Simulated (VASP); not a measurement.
Crystal: Si.

```
Si
1.0
     2.36174    0.00000    0.00000
     1.18087    2.04532    0.00000
     1.18087    0.68177    1.92835
Si
1
Cartesian
  0.0000 0.0000 0.0000
```

Base run:

```yaml
Program: VASP 6.6.1
Functional: PBE
Potentials_or_basis: VASP PAW PBE potentials, release 64 (Si)
Cutoff: 520 eV
k_mesh: 17 × 17 × 17
Occupations: fermi-dirac, width 0.15 eV
Spin: no spin polarisation
```

Its results: band gap on the k mesh zero (band 2 reaches 30.90 eV, above the bottom of band 3 at 13.82 eV); pressure 94.7 GPa.

Problem. The run is repeated on the same cell with these changes: functional from PBE to PBEsol; further incar settings from ALGO = Normal; EDIFF = 1e-06; NBANDS = 8 to ALGO = Normal; EDIFF = 1e-07; NBANDS = 8. What comes out?

Solution. Band gap on the k mesh zero (band 2 reaches 30.84 eV, above the bottom of band 3 at 13.76 eV); pressure 91.4 GPa.

Caveats: the PAW data sets were made with another functional, which shifts forces and pressure a little (some runs).
